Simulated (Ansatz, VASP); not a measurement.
# PbSe in VASP and in Ansatz

```
Pb Se
1.0
     0.00000    3.10691    3.10691
     3.10691    0.00000    3.10691
     3.10691    3.10691    0.00000
Pb Se
1 1
Direct
  0.00000 0.00000 0.00000
  0.50000 0.50000 0.50000
```

Alike in both runs: task single point; functional PBE; k mesh 4 × 4 × 4; no spin polarisation.

|  | VASP | Ansatz |
| --- | --- | --- |
| version | VASP 6.6.1 | Ansatz 0.2.0 |
| potentials or method | VASP PAW PBE potentials, release 64 (Pb_d, Se) | plane waves, PAW |
| plane-wave cutoff (eV) | 500 | 420 |
| occupations | gaussian, width 0.01 eV | fixed |
| valence electrons in the cell | 20 | 30 |

```csv
,VASP,Ansatz,Ansatz less VASP
pressure (GPa),0.1,0.1,+0.02
```

VASP's potentials hold 20 valence electrons a cell and Ansatz's 30, so a difference there can come from the potentials and not from the codes.

The k mesh is coarse, so the values compare programs but aren't converged. Neither program's run includes spin-orbit coupling.
